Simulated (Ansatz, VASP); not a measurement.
# Two plane-wave programs on SiMo3

```xyz
8
Lattice="5.4227 0.0000 0.0000 -2.7114 4.6962 0.0000 0.0000 0.0000 4.7048" Properties=species:S:1:pos:R:3 pbc="T T T"
Si    0.0000    3.1308    1.1762
Si    2.7114    1.5654    3.5286
Mo    2.7114    3.1281    1.1762
Mo   -1.3533    3.9121    3.5286
Mo    1.3581    0.7841    1.1762
Mo    0.0000    1.5682    3.5286
Mo    4.0647    0.7841    1.1762
Mo    1.3533    3.9121    3.5286
```

Alike in both runs: functional PBE; k mesh 6 × 6 × 4; occupations gaussian, width 0.1 eV; no spin polarisation.

Ansatz relaxed the structure, and its values are those at the end. VASP's run is a single point on that final structure, the one shown.

|  | VASP | Ansatz |
| --- | --- | --- |
| version | VASP 6.6.1 | Ansatz 0.2.0 |
| potentials or method | VASP PAW PBE potentials, release 64 (Si, Mo_sv), cutoff 520 eV | scalar-relativistic, plane waves, PAW |
| valence electrons in the cell | 92 | 92 |

|  | VASP | Ansatz | Ansatz less VASP |
| --- | --- | --- | --- |
| gap on the k mesh at the Fermi level (eV) | none | none | - |
| pressure (GPa) | 0.4 | 0.0 | -0.36 |

A gap of «none» marks a metal or a gap that the smearing closes.
